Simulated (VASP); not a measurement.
Input of a VASP 6.6.1 run:

File INCAR:

```
ALGO     = Fast           # electronic algorithm
EDIFF    = 1E-6           # SCF threshold, eV
ENCUT    = 520            # plane-wave cutoff, eV
GGA      = PE             # functional
ISIF     = 2              # what is computed and relaxed
ISMEAR   = 0              # smearing method
LASPH    = True           # aspherical terms in the spheres
LCHARG   = False          # write CHGCAR
LREAL    = False          # projectors in reciprocal space
LWAVE    = False          # write WAVECAR
NBANDS   = 12             # bands
NELM     = 60             # most SCF steps
PREC     = Accurate       # precision mode
SIGMA    = 0.15           # smearing width, eV
```

KPOINTS

```
k-points
0
Gamma
  18 18 18
```

File POSCAR:

```
In
1.0
   -2.0331272592      2.0331272592      1.7319232208
    2.0331272592     -2.0331272592      1.7319232208
    2.0331272592      2.0331272592     -1.7319232208
In
1
Direct
    0.0000000000      0.0000000000      0.0000000000
```

Potentials or basis: VASP PAW PBE potentials, release 64 (In_d).

Launch:

```bash
$ cat potpaw_PBE.64/In_d/POTCAR > POTCAR
$ mpirun -np 1 vasp_std > vasp.out
```

Question: What does it give for the pressure?

Answer: -1.0 GPa.

Stress tensor (GPa, compression positive):
```
-1.21  0.00  0.00
 0.00 -1.21  0.00
 0.00  0.00 -0.71
```

Caveat: the cell differs from its parent crystal (strain +0.080 along x and y, -0.080 along z).
